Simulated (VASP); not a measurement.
Wanted: the native input for a VASP 6.6.1 run.

* Task: single point
* Functional: PBE
* Potentials or basis: VASP PAW PBE potentials, release 64 (K_sv, Cl)
* Cutoff: 520 eV
* k mesh: 6 × 6 × 4
* Occupations: gaussian, width 0.02 eV
* Spin: no spin polarisation
* Dipole correction: no
* Further INCAR settings: ALGO = Normal; EDIFF = 1e-07; NBANDS = 24

The structure of KCl lies in POSCAR:

```
KCl
1.0
    5.3916900130      0.0000000000      0.0000000000
   -2.6958450065      4.6693405206      0.0000000000
    0.0000000000      0.0000000000      6.3209147247
K Cl
2 2
Direct
    0.6666666667      0.3333333333      0.9374849816
    0.3333333333      0.6666666667      0.4374849816
    0.6666666667      0.3333333333      0.4375150184
    0.3333333333      0.6666666667     -0.0624849816
```

These files were run (other wordings do the same):

INCAR

```
  PREC = Accurate
  ENCUT = 520
  EDIFF = 1E-7
  ISMEAR = 0
  SIGMA = 0.02
  LREAL = False
  LASPH = True
  NELM = 80
  ALGO = Normal
  ISIF = 2
  LWAVE = False
  LCHARG = False
  GGA = PE
  NBANDS = 24
```

KPOINTS

```
Automatic mesh
0
Gamma
  6 6 4
```

Potentials or basis: VASP PAW PBE potentials, release 64 (K_sv, Cl).

Command:

```console
$ cat potpaw_PBE.64/K_sv/POTCAR potpaw_PBE.64/Cl/POTCAR > POTCAR
$ mpirun -np 1 vasp_std > vasp.out
```

Results of the run:

```
Pressure               : 0.0 GPa
Band gap on the k mesh : 4.71 eV, direct
```

It took 51 s on 1 thread of AMD EPYC 9R45 96-Core Processor (Zen 5), on a shared host, peak memory 0.24 GiB.
